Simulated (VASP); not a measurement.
Runs of VASP 6.6.1 on ZnS. The structure is that of space group P6_3mc (No. 186), or close to it. The cells are those of the table. 

```tsv
task	cell	cutoff (eV)	gap on the mesh (eV)	pressure (GPa)	largest force (eV/Å)
single point	a = 3.848, b = 3.848, c = 25.156 Å, angles 90.0, 90.0, 120.0°, 16 atoms	520	2.59	-2.1	0.01
relaxation of shape and atoms at fixed volume	relaxed from a = 3.732, b = 3.732, c = 24.401 Å, angles 90.0, 90.0, 120.0°, 16 atoms	600	(a)	5.6	0.01
single point	a = 3.885, b = 3.885, c = 25.398 Å, angles 90.0, 90.0, 120.0°, 16 atoms	520	(b)	-4.0	0.02
single point	a = 3.933, b = 3.933, c = 25.713 Å, angles 90.0, 90.0, 120.0°, 16 atoms	520	2.29	-6.1	0.01
```

Alike in all rows: level r2SCAN; potentials or basis VASP PAW PBE potentials, release 64 (Zn, S); no spin polarisation; k mesh 6 × 6 × 1; smearing gaussian 0.02 eV.

Task: Estimate the missing entries.

Result: (a) 3.03; (b) 2.46.

Caveats: the PAW data sets were made with another functional, which shifts forces and pressure a little; the cell stands under tension (at least some runs).

